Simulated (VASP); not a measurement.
A run of VASP 6.6.1 is set up as follows.

Contents of INCAR:

```
  PREC = Accurate
  ENCUT = 520
  EDIFF = 1E-6
  ISMEAR = -1
  SIGMA = 0.1
  LREAL = False
  LASPH = True
  NELM = 150
  ALGO = Normal
  ISIF = 2
  LWAVE = False
  LCHARG = False
  ISPIN = 2
  MAGMOM = 1.5 1.5
  LORBIT = 11
  LMAXMIX = 4
  GGA = PS
  IVDW = 12
  NBANDS = 21
```

Contents of KPOINTS:

```
regular mesh
0
Gamma
  14 14 7
```

Contents of POSCAR:

```
Ni
1.0
    2.4257977952     -0.0000002861      0.0000000000
   -1.2128986499      2.1008026581      0.0000000000
    0.0000000000      0.0000000000      3.9745990206
Ni
2
Direct
    0.3333333333      0.6666666667      0.2500000000
    0.6666666667      0.3333333333      0.7500000000
```

Potentials or basis: VASP PAW PBE potentials, release 64 (Ni).

Launch:

```sh
$ cat potpaw_PBE.64/Ni/POTCAR > POTCAR
$ mpirun -np 1 vasp_std > vasp.out
```

(1) What does it give for the net moment?

(2) Estimate the site moments.

Answers

(1) 1.18 μB per cell.

(2) Ni +0.59 μB.
